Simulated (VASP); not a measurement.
# Ge in VASP: single point with r2SCAN

Aim: the single point of Ge with r2SCAN.

All numbers are computed with VASP 6.6.1; they aren't measurements. Logs are shortened: lines on timing, memory, paths and dates and some standing lists are left out, and cuts for length are marked.

**1. The cell of the first run**

The cell holds a molecule in a box, 1 atom: a = 15.000 Å, b = 15.500 Å, c = 16.000 Å, α = 90.00°, β = 90.00°, γ = 90.00°.

**2. Single point, r2SCAN, collinear spin, ferromagnetic start**

Input file POSCAR:

```
Ge
1.0
   15.0000000000      0.0000000000      0.0000000000
    0.0000000000     15.5000000000      0.0000000000
    0.0000000000      0.0000000000     16.0000000000
Ge
1
Direct
    0.5000000000      0.5000000000      0.5000000000
```

Input file INCAR.step1:

```
PREC = Accurate
ENCUT = 520
ISMEAR = 0
SIGMA = 0.005
LREAL = F
LASPH = T
NELM = 150
ISPIN = 2
MAGMOM = 2
ISYM = 0
NBANDS = 17
GGA = PE
ALGO = Normal
EDIFF = 1E-4
LWAVE = T
LCHARG = F
```

Input file INCAR.step2:

```
PREC = Accurate
ENCUT = 520
EDIFF = 1E-6
ISMEAR = 0
SIGMA = 0.005
LREAL = F
LASPH = T
NELM = 150
ALGO = Normal
ISIF = 2
LWAVE = F
LCHARG = F
ISPIN = 2
MAGMOM = 2
LORBIT = 11
METAGGA = R2SCAN
LMIXTAU = T
ISYM = 0
NBANDS = 17
ISTART = 1
```

Input file KPOINTS:

```
regular mesh
0
Gamma
  1 1 1
```

Potentials or basis: VASP PAW PBE potentials, release 64 (Ge_d).

Command:

```console
cat potpaw_PBE.64/Ge_d/POTCAR > POTCAR
cp INCAR.step1 INCAR
mpirun -np 1 vasp_gam > vasp.out
cp INCAR.step2 INCAR
mpirun -np 1 vasp_gam > vasp.out
```

OUTCAR:

```text
PREC = Accurate
   ENCUT = 520
   EDIFF = 1E-6
   ISMEAR = 0
   LREAL = F
   LASPH = T
   NELM = 150
   ISIF = 2
   ISPIN = 2
   LORBIT = 11
   METAGGA = R2SCAN
   ISYM = 0
   ISTART = 1

 ion  position               nearest neighbor table
   1  0.500  0.500  0.500-

IMPORTANT INFORMATION: All symmetrisations will be switched off!
NOSYMM: (Re-)initialisation of all symmetry stuff for point group C_1.

----------------------------------------------------------------------------------------

                                     Primitive cell

  volume of cell :    3720.0000

  direct lattice vectors                    reciprocal lattice vectors
    15.000000000  0.000000000  0.000000000     0.066666667  0.000000000  0.000000000
     0.000000000 15.500000000  0.000000000     0.000000000  0.064516129  0.000000000
     0.000000000  0.000000000 16.000000000     0.000000000  0.000000000  0.062500000

  length of vectors
    15.000000000 15.500000000 16.000000000     0.066666667  0.064516129  0.062500000

  position of ions in fractional coordinates (direct lattice)
     0.500000000  0.500000000  0.500000000

  ion indices of the primitive-cell ions
   primitive index   ion index
                 1           1

----------------------------------------------------------------------------------------

 KPOINTS: regular mesh

Automatic generation of k-mesh.
 Grid dimensions read from file:
 generate k-points for:    1    1    1

 Generating k-lattice:

  Cartesian coordinates                     Fractional coordinates (reciprocal lattice)
     0.066666667  0.000000000  0.000000000     1.000000000  0.000000000  0.000000000
     0.000000000  0.064516129  0.000000000     0.000000000  1.000000000  0.000000000
     0.000000000  0.000000000  0.062500000     0.000000000  0.000000000  1.000000000

  Length of vectors
     0.066666667  0.064516129  0.062500000

  Shift w.r.t. Gamma in fractional coordinates (k-lattice)
     0.000000000  0.000000000  0.000000000

 Subroutine IBZKPT returns following result:
 ===========================================

 Found      1 irreducible k-points:

 Following reciprocal coordinates:
            Coordinates               Weight
  0.000000  0.000000  0.000000      1.000000
   k-points           NKPTS =      1   k-points in BZ     NKDIM =      1   number of bands    NBANDS=     17
   number of dos      NEDOS =    301   number of ions     NIONS =      1
   total plane-waves  NPLWV = ******
   dimension x,y,z NGX =   112 NGY =  120 NGZ =  120
   dimension x,y,z NGXF=   224 NGYF=  240 NGZF=  240
   ions per type =               1
   NGX,Y,Z   is equivalent  to a cutoff of  12.41, 12.87, 12.47 a.u.
   NGXF,Y,Z  is equivalent  to a cutoff of  24.83, 25.74, 24.94 a.u.
 SYSTEM =  unknown system
   PREC   = accura    normal or accurate (medium, high low for compatibility)
   ISTART =      1    job   : 0-new  1-cont  2-samecut
   ICHARG =      0    charge: 1-file 2-atom 10-const
   ISPIN  =      2    spin polarized calculation?
   LNONCOLLINEAR =      F non collinear calculations
   LSORBIT =      F    spin-orbit coupling
   LASPH  =      T    aspherical Exc in radial PAW
   ENCUT  =  520.0 eV  38.22 Ry    6.18 a.u.  27.89 28.82 29.75*2*pi/ulx,y,z
   NELM   =    150;   NELMIN=  2; NELMDL=  0     # of ELM steps
   EDIFF  = 0.1E-05   stopping-criterion for ELM
   LREAL  =      F    real-space projection
   EDIFFG = 0.1E-04   stopping-criterion for IOM
   NSW    =      0    number of steps for IOM
   IBRION =     -1    ionic relax: 0-MD 1-quasi-New 2-CG
   NFREE  =      0    steps in history (QN), initial steepest desc. (CG)
   ISIF   =      2    stress and relaxation
   ISYM   =      0    0-nonsym 1-usesym 2-fastsym
   POTIM  = 0.5000    time-step for ionic-motion
   TEBEG  =    0.0;   TEEND  =   0.0 temperature during run
   PSTRESS=    0.0 pullay stress
   NELECT =      14.0000    total number of electrons
   NUPDOWN=      -1.0000    fix difference up-down
   EMIN   =  10.00;   EMAX   =-10.00  energy-range for DOS
   EFERMI =   0.00;   METHOD = LEGACY
   ISMEAR =     0;   SIGMA  =   0.01  broadening in eV -4-tet -1-fermi 0-gaus
   EFERMI_NEDOS =   21; number of points for ismear=-14 and -15
   IALGO  =     38    algorithm
   IMIX   =      4    mixing-type and parameters
     AMIX     =   0.40;   BMIX     =  1.00
     AMIX_MAG =   1.60;   BMIX_MAG =  1.00
  volume/ion in A,a.u.               =    3720.00     25103.80
  Fermi-wavevector in a.u.,A,eV,Ry     =   0.254646  0.481211  0.882263  0.064844
  Thomas-Fermi vector in A             =   1.076024
   LORBIT       =     11    0 simple, 1 ext, 2 COOP (PROOUT), +10 PAW based schemes
   METAGGA = R2SCAN    functional components
   LHFCALC =     F    Hartree Fock is set to
   AEXX    =    0.0000 exact exchange contribution
   IVDW    =     0    specifies the selected vdW correction
   LEPSILON=     F    determine dielectric tensor
   LRPA    =     F    only Hartree local field effects (RPA)
 spin polarized calculation
 Gauss-broadening in eV      SIGMA  =   0.01
  energy-cutoff  :      520.00
  volume of cell :     3720.00
 maximum number of plane-waves:     50071
 NGX is ok and might be reduce to   112
   NGX = 55   NGY = 57   NGZ = 59

 number of electron      13.9999996 magnetization       1.9999331

 Free energy of the ion-electron system (eV)
  ---------------------------------------------------
  ext. energy  EPLUGINS =         0.00000000
  ---------------------------------------------------
  free energy    TOTEN  =        -9.99830561 eV

  energy without entropy =       -9.99830561  energy(sigma->0) =       -9.99830561

 E-fermi :  -4.5439     XC(G=0):  -0.1814

 val. band max:       -4.6304804795   @ k =   0.0000   0.0000   0.0000
 cond. band min:      -4.0086536213   @ k =   0.0000   0.0000   0.0000
 fundamental gap:      0.6218268582
 Fermi energy:        -4.5438547399

 spin component 1

 k-point     1 :       0.0000    0.0000    0.0000
  band No.  band energies     occupation
      1     -29.9681      1.00000
      2     -29.9022      1.00000
      3     -29.9021      1.00000
      4     -29.6881      1.00000
      5     -29.6880      1.00000
      6     -12.6075      1.00000
[... 9 lines left out ...]
     16       0.6640      0.00000
     17       1.1392      0.00000
 Fermi energy:        -4.5438547399

 spin component 2

 k-point     1 :       0.0000    0.0000    0.0000
  band No.  band energies     occupation
      1     -29.8910      1.00000
      2     -29.7816      1.00000
      3     -29.7814      1.00000
      4     -29.4651      1.00000
      5     -29.4646      1.00000
      6     -10.8607      1.00000
[... 9 lines left out ...]
     16       0.7364      0.00000
     17       1.1795      0.00000

------------------------ aborting loop because EDIFF is reached ----------------------------------------

  FORCE on cell =-STRESS in cart. coord.  units (eV):
  Direction    XX          YY          ZZ          XY          YZ          ZX
  --------------------------------------------------------------------------------------
  -------------------------------------------------------------------------------------
  Total        0.0111981      0.0098470      0.0016225     -0.0003485     -0.0007043     -0.0017255
  in kB        0.0048230      0.0042410      0.0006988     -0.0001501     -0.0003033     -0.0007432
  external PRESSURE =       0.0032543 kB  Pullay stress =       0.0000000 kB

 VOLUME and BASIS-vectors are now :
 -----------------------------------------------------------------------------
  energy-cutoff  :      520.00
  volume of cell :     3720.00
      direct lattice vectors                 reciprocal lattice vectors
    15.000000000  0.000000000  0.000000000     0.066666667  0.000000000  0.000000000
     0.000000000 15.500000000  0.000000000     0.000000000  0.064516129  0.000000000
     0.000000000  0.000000000 16.000000000     0.000000000  0.000000000  0.062500000

 POSITION                                       TOTAL-FORCE (eV/Angst)
 -----------------------------------------------------------------------------------
      7.50000      7.75000      8.00000        -0.000605     -0.001678      0.000579
 -----------------------------------------------------------------------------------
    total drift:                               -0.000605     -0.001678      0.000579

  FREE ENERGIE OF THE ION-ELECTRON SYSTEM (eV)
  ---------------------------------------------------
  free  energy   TOTEN  =        -9.9983056110 eV

  energy  without entropy=       -9.9983056110  energy(sigma->0) =       -9.99830561

 total charge

# of ion       s       p       d       tot
------------------------------------------
    1        1.296   0.770   9.954  12.020

 magnetization (x)

# of ion       s       p       d       tot
------------------------------------------
    1       -0.008   0.770  -0.002   0.760
```

It took 58 min on 1 thread of AMD EPYC 7R13 (Zen 3), shared host; peak memory 4.6 GiB.

What came out:

```yaml
Free_energy: -9.9983 eV
Gap_between_the_frontier_levels: 0.62 eV
Net_moment: 2.00 μB per cell
Site_moments: Ge +0.76 μB
Valence_electrons_inside_the_program's_atomic_spheres: Ge 12.02
```

Caveat: the PAW data sets were made with another functional, which shifts forces and pressure a little.
